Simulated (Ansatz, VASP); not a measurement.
**Two plane-wave programs on AlNi**

```
Al Ni
1.0
     2.91673    0.00000    0.00000
     0.00000    2.91673    0.00000
     0.00000    0.00000    2.91673
Al Ni
1 1
Direct
  0.00000 0.00000 0.98617
  0.50000 0.50000 0.50636
```

Change from the starting cell: mode 6 frozen in at -0.040 Å, equal normal strain along x, y and z +0.0083.

Alike in both runs: task single point; functional PBE; k mesh 16 × 16 × 16; occupations gaussian, width 0.15 eV; no spin polarisation.

```csv
,VASP,Ansatz
version,VASP 6.6.1,Ansatz 0.2.0
potentials or method,"VASP PAW PBE potentials, release 64 (Al, Ni), cutoff 520 eV","scalar-relativistic, plane waves, PAW"
valence electrons in the cell,13,21
```

|  | VASP | Ansatz | Ansatz less VASP |
| --- | --- | --- | --- |
| gap on the k mesh at the Fermi level (eV) | none | none | - |
| pressure (GPa) | -3.5 | -3.5 | -0.09 |
| traceless stress, the component that is largest in VASP (GPa) | -0.09 | -0.09 | -0.001 |
| rms of the force components (eV/Å) | 0.175 | 0.174 | -0.0010 |

Atom by atom the forces differ by 0.001 eV/Å (rms over components). A gap of «none» marks a metal or a gap that the smearing closes. The functional is the same, so the differences come from potentials, cutoffs and numerics. VASP's potentials hold 13 valence electrons a cell and Ansatz's 21, so a difference there can come from the potentials and not from the codes.
